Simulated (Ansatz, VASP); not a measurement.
CsSnI3 in VASP and in Ansatz

```xyz
5
Lattice="6.2998 0.0000 0.0000 0.0000 6.2998 0.0000 0.0000 0.0000 6.2998" Properties=species:S:1:pos:R:3 pbc="T T T"
Cs    0.0000    0.0000    0.0000
Sn    3.1499    3.1499    3.1499
I     0.0000    3.1499    3.1499
I     3.1499    0.0000    3.1499
I     3.1499    3.1499    0.0000
```

Alike in both runs: task single point; functional PBE; k mesh 4 × 4 × 4; no spin polarisation.

|  | VASP | Ansatz |
| --- | --- | --- |
| version | VASP 6.6.1 | Ansatz 0.2.0 |
| potentials or method | VASP PAW PBE potentials, release 64 (Cs_sv, Sn_d, I) | plane waves, PAW |
| plane-wave cutoff (eV) | 520 | 420 |
| occupations | gaussian, width 0.01 eV | fixed |
| valence electrons in the cell | 44 | 74 |

```tsv
	VASP	Ansatz	Ansatz less VASP
gap on the k mesh at the Fermi level (eV)	0.49	0.50	+0.005
pressure (GPa)	0.0	0.0	0.00
```

VASP's potentials hold 44 valence electrons a cell and Ansatz's 74, so a difference there can come from the potentials and not from the codes.

Spin-orbit coupling is off throughout.
